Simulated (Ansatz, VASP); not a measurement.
# One calculation of Ag, two programs

Contents of INCAR:

```
PREC = Accurate
ENCUT = 520
EDIFF = 1E-6
ISMEAR = -1
SIGMA = 0.1
LREAL = False
LASPH = True
NELM = 80
ALGO = Normal
ISIF = 2
LWAVE = False
LCHARG = False
GGA = CA
NBANDS = 12
```

KPOINTS

```
regular mesh
0
Gamma
  17 17 17
```

File POSCAR:

```
Ag
1.0
   -1.5910680314      1.5910680314      1.5910680314
    1.5910680314     -1.5910680314      1.5910680314
    1.5910680314      1.5910680314     -1.5910680314
Ag
1
Direct
    0.0000000000      0.0000000000      0.0000000000
```

Input for Ansatz:

```yaml
crystal:
  lattice:
    - [-1.5910680314, 1.5910680314, 1.5910680314]
    - [1.5910680314, -1.5910680314, 1.5910680314]
    - [1.5910680314, 1.5910680314, -1.5910680314]
  atoms:
    - { symbol: Ag, position: [0.0, 0.0, 0.0] }
kpoints:
  mp_grid: { grid: [17, 17, 17] }
  band_path:
    path:
      - [0.0, 0.0, 0.0]
      - [0.5, -0.5, 0.5]
      - [0.0, 0.0, 0.5]
      - [0.0, 0.0, 0.0]
      - [0.25, 0.25, 0.25]
      - [0.5, -0.5, 0.5]
      - [0.25, 0.25, 0.25]
      - [0.0, 0.0, 0.5]
    npoints: 14
scf:
  occupations: { method: fermi_dirac, width: 0.1 }
hamiltonian:
  xc: lda
  pseudopotentials: { kind: all_electron, lapw: { basis_error: 0.001 } }
output:
  forces: true
  stress: true
  eigenvalues: true
  populations: true
  dos: { projected: true, de: 0.2, e_range: [-14, 8] }
```

Alike in both runs: task single point; functional LDA; k mesh 17 × 17 × 17; occupations fermi-dirac, width 0.1 eV; no spin polarisation.

```csv
,VASP,Ansatz
version,VASP 6.6.1,Ansatz 0.2.0
potentials or method,"VASP PAW LDA potentials, release 64 (Ag), cutoff 520 eV","all-electron LAPW, scalar-relativistic"
```

```csv
,VASP,Ansatz,Ansatz less VASP
pressure (GPa),0.1,0.0,-0.13
```

LDA's correlation is that of Perdew and Zunger in VASP and of Perdew and Wang (1992) in Ansatz. Ansatz ran all-electron here, and VASP with PAW potentials.
